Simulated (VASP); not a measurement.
**C: electric field gradients with r2SCAN**

The system is C.

```xyz
2
Lattice="0.0000 1.7624 1.7624 1.7624 0.0000 1.7624 1.7624 1.7624 0.0000" Properties=species:S:1:pos:R:3 pbc="T T T"
C     0.0000    0.0000    0.0000
C     0.8812    0.8812    0.8812
```

```yaml
Program: VASP 6.6.1
Task: electric field gradients
Functional: r2SCAN
Potentials_or_basis: VASP PAW PBE potentials, release 64 (C_h)
Cutoff: 1060 eV
k_mesh: 14 × 14 × 14
Occupations: fermi-dirac, width 0.03 eV
Spin: no spin polarisation
Dipole_correction: no
Further_INCAR_settings: ALGO = Normal; EDIFF = 1e-08; NBANDS = 11
```

```json
{"Pressure": "13.7 GPa", "Band gap on the k mesh": "4.44 eV (least direct gap 5.98 eV)", "Largest electric field gradient by atom": "under 0.05 V/Å² on every atom"}
```

Levels at points of the mesh, in eV from the valence-band top:
| k point | band 1 | band 2 | band 3 | band 4 | band 5 | band 6 | band 7 | band 8 | band 9 |
| --- | --- | --- | --- | --- | --- | --- | --- | --- | --- |
| (0.00, 0.00, 0.00) | -23.17 | 0.00 | 0.00 | 0.00 | 5.98 | 5.98 | 5.98 | 14.71 | 20.90 |
| (0.50, 0.00, 0.00) | -17.01 | -14.43 | -3.06 | -3.06 | 9.07 | 9.07 | 9.66 | 17.08 | 23.76 |
| (0.50, 0.50, 0.00) | -13.83 | -13.83 | -6.87 | -6.87 | 5.11 | 5.11 | 18.49 | 18.49 | 25.34 |

Wall time 2.5 min on 1 thread of Intel(R) Xeon(R) Platinum 8559C (Emerald Rapids), on a shared host, peak memory 0.17 GiB.

Caveat: the cell stands under pressure; the PAW data sets were made with another functional, which shifts forces and pressure a little. A k mesh can miss the band edges.
